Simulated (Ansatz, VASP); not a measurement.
Ti2NbC3 in VASP and in Ansatz

```xyz
6
Lattice="3.3581 0.0000 0.0000 -1.6790 2.9082 0.0000 0.0000 0.0000 7.6850" Properties=species:S:1:pos:R:3 pbc="T T T"
Ti    1.6790    0.9694    2.5725
Ti    1.6790    0.9694    5.1125
Nb    0.0000    0.0000    0.0000
C     0.0000    0.0000    3.8425
C     0.0000    1.9388    0.0000
C     0.0000    1.9388    3.8425
```

Change from the starting cell: species swapped into the Ce2NiGe3 type (P-6m2, No. 187).

Alike in both runs: functional PBE; k mesh 6 × 6 × 4; occupations gaussian, width 0.1 eV; no spin polarisation.

Ansatz relaxed the structure, and its values are those at the end. VASP's run is a single point on that final structure, the one shown.

|  | VASP | Ansatz |
| --- | --- | --- |
| version | VASP 6.6.1 | Ansatz 0.2.0 |
| potentials or method | VASP PAW PBE potentials, release 64 (Ti_sv, Nb_sv, C), cutoff 520 eV | scalar-relativistic, plane waves, PAW |
| valence electrons in the cell | 49 | 49 |

```csv
,VASP,Ansatz,Ansatz less VASP
gap on the k mesh at the Fermi level (eV),none,none,-
pressure (GPa),0.1,0.0,-0.05
rms of the force components (eV/Å),0.016,0.000,-0.0155
```

A gap of «none» marks a metal or a gap that the smearing closes.

The k mesh is coarse, so the values compare programs but aren't converged.
